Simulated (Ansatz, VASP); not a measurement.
# PbI2 in VASP and in Ansatz

The input INCAR:

```
ALGO = Normal
EDIFF = 1E-6
ENCUT = 500
GGA_COMPAT = False
ISIF = 2
ISMEAR = 0
LASPH = True
LCHARG = False
LREAL = False
LWAVE = False
NBANDS = 21
NELM = 120
PREC = Accurate
SIGMA = 0.05
```

File KPOINTS:

```
k-points
0
Gamma
  9 9 6
```

Contents of POSCAR:

```
PbI2
1.0
    4.4125637873      0.0000000000      0.0000000000
   -2.2062818936      3.8213923356      0.0000000000
    0.0000000000      0.0000000000      7.4347068059
Pb I
1 2
Direct
    0.0000000000      0.0000000000      0.0000000000
    0.3333333333      0.6666666667      0.2650000000
    0.6666666667      0.3333333333      0.7350000000
```

Input for Ansatz:

```yaml
crystal:
  lattice:
    - [4.4125637873, 0.0, 0.0]
    - [-2.2062818936, 3.8213923356, 0.0]
    - [0.0, 0.0, 7.4347068059]
  atoms:
    - { symbol: Pb, position: [0.0, 0.0, 0.0] }
    - { symbol: I, position: [0.3333333333, 0.6666666667, 0.265] }
    - { symbol: I, position: [0.6666666667, 0.3333333333, 0.735] }
basis:
  ecutwfc: 420
kpoints:
  mp_grid: { grid: [9, 9, 6] }
hamiltonian:
  xc: lda
scf:
  occupations: { method: gaussian, width: 0.05 }
output:
  forces: true
  stress: true
  eigenvalues: true
```

Alike in both runs: task single point; functional LDA; k mesh 9 × 9 × 6; occupations gaussian, width 0.05 eV; no spin polarisation.

|  | VASP | Ansatz |
| --- | --- | --- |
| version | VASP 6.6.1 | Ansatz 0.2.0 |
| potentials or method | VASP PAW LDA potentials, release 64 (Pb_d, I), cutoff 500 eV | scalar-relativistic, plane waves, PAW |
| valence electrons in the cell | 28 | 48 |

```tsv
	VASP	Ansatz	Ansatz less VASP
gap on the k mesh at the Fermi level (eV)	2.19	2.20	+0.009
least direct gap on the mesh (eV)	2.19	2.20	+0.009
pressure (GPa)	-1.1	-1.1	-0.05
traceless stress, the component that is largest in VASP (GPa)	-0.84	-0.84	-0.005
rms of the force components (eV/Å)	0.094	0.101	+0.0067
```

LDA's correlation is that of Perdew and Zunger in VASP and of Perdew and Wang (1992) in Ansatz. Atom by atom the forces differ by 0.007 eV/Å (rms over components). VASP's potentials hold 28 valence electrons a cell and Ansatz's 48, so a difference there can come from the potentials and not from the codes.

Neither program's run includes spin-orbit coupling.
